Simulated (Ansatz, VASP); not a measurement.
**Two plane-wave programs on SiGe**

Contents of POSCAR:

```
SiGe
1.0
    3.9044512986      0.0000000000      0.0000000000
   -1.9522256493      3.3813540124      0.0000000000
    0.0000000000      0.0000000000      6.4507830000
Si Ge
2 2
Direct
    0.6666666667      0.3333333333      0.8552295074
    0.3333333333      0.6666666667      0.3552295074
    0.6666666667      0.3333333333      0.5003920000
    0.3333333333      0.6666666667      0.0003920000
```

INCAR.step1

```
PREC = Accurate
ENCUT = 520
ISMEAR = 0
SIGMA = 0.05
LREAL = False
LASPH = True
NELM = 80
NBANDS = 26
GGA = PE
ALGO = Normal
EDIFF = 1E-4
LWAVE = True
LCHARG = False
```

Contents of INCAR.step2:

```
PREC = Accurate
ENCUT = 520
EDIFF = 1E-6
ISMEAR = 0
SIGMA = 0.05
LREAL = False
LASPH = True
NELM = 80
ALGO = Normal
ISIF = 2
LWAVE = False
LCHARG = True
METAGGA = R2SCAN
LMIXTAU = True
LELF = True
LVHAR = True
NBANDS = 26
ISTART = 1
```

Contents of KPOINTS:

```
Automatic mesh
0
Gamma
  12 12 4
```

Input for Ansatz:

```yaml
crystal:
  lattice:
    - [3.9044512986, 0.0, 0.0]
    - [-1.9522256493, 3.3813540124, 0.0]
    - [0.0, 0.0, 6.450783]
  atoms:
    - { symbol: Si, position: [0.6666666667, 0.3333333333, 0.8552295074] }
    - { symbol: Si, position: [0.3333333333, 0.6666666667, 0.3552295074] }
    - { symbol: Ge, position: [0.6666666667, 0.3333333333, 0.500392] }
    - { symbol: Ge, position: [0.3333333333, 0.6666666667, 0.000392] }
basis:
  ecutwfc: 500
kpoints:
  mp_grid: { grid: [12, 12, 4] }
hamiltonian:
  xc: r2scan
scf:
  occupations: { method: gaussian, width: 0.05 }
output:
  forces: true
  stress: true
  eigenvalues: true
  write_density: true
  write_potential: true
  elf: true
  volumetric_format: npy
```

Change from the starting cell: all Si atoms moved -0.125 Å, as atom 1 along Cartesian [0 0 1].

Alike in both runs: task single point; functional r2SCAN; k mesh 12 × 12 × 4; occupations gaussian, width 0.05 eV; no spin polarisation.

|  | VASP | Ansatz |
| --- | --- | --- |
| version | VASP 6.6.1 | Ansatz 0.2.0 |
| potentials or method | VASP PAW PBE potentials, release 64 (Si, Ge_d), cutoff 520 eV | scalar-relativistic, plane waves, PAW |
| valence electrons in the cell | 36 | 36 |

VASP gave:

| Quantity | Value |
| --- | --- |
| gap on the k mesh at the Fermi level (eV) | 0.32 |
| least direct gap on the mesh (eV) | 0.68 |
| pressure (GPa) | 0.3 |
| traceless stress, the component that is largest in VASP (GPa) | 5.38 |
| rms of the force components (eV/Å) | 1.065 |

**Question.** Which values does Ansatz return?

**Answer.** gap on the k mesh at the Fermi level (eV): 0.32; least direct gap on the mesh (eV): 0.69; pressure (GPa): 0.4; traceless stress, the component that is largest in VASP (GPa): 5.37; rms of the force components (eV/Å): 1.067.

VASP's potentials were made for PBE, not for r2SCAN. Atom by atom the forces differ by 0.002 eV/Å (rms over components). The functional is the same, so the differences come from potentials, cutoffs and numerics.
